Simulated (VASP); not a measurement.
Input of a VASP 6.6.1 run:

INCAR

```
  ALGO = Normal
  EDIFF = 1E-6
  ENCUT = 520
  GGA = PS
  ISIF = 2
  ISMEAR = 0
  LASPH = True
  LCHARG = False
  LREAL = False
  LWAVE = False
  NBANDS = 16
  NELM = 100
  PREC = Accurate
  SIGMA = 0.05
```

Contents of KPOINTS:

```
k-points
0
Gamma
  8 8 6
```

File POSCAR:

```
MgO
1.0
    0.0000000000     -2.1071057202     -2.1071057202
    0.0000000000      2.1071057202     -2.1071057202
    4.2142114403      0.0000000000      0.0000000000
Mg O
2 2
Direct
    0.5000000000      0.5000000000      0.5000000000
    0.0000000000      0.0000000000      0.0000000000
    0.5000000000      0.5000000000      0.0000000000
    0.0000000000      0.0000000000      0.5000000000
```

Potentials or basis: VASP PAW PBE potentials, release 64 (Mg, O).

Run with:

```console
$ cat potpaw_PBE.64/Mg/POTCAR potpaw_PBE.64/O/POTCAR > POTCAR
$ mpirun -np 1 vasp_std > vasp.out
```

Q: What does it give for the band gap on the k mesh?

A: 4.62 eV.

Q: Estimate the pressure.

A: -0.5 GPa.

Caveat: the PAW data sets were made with another functional, which shifts forces and pressure a little. A hybrid or GW would open this gap; PBEsol tends to underestimate it.
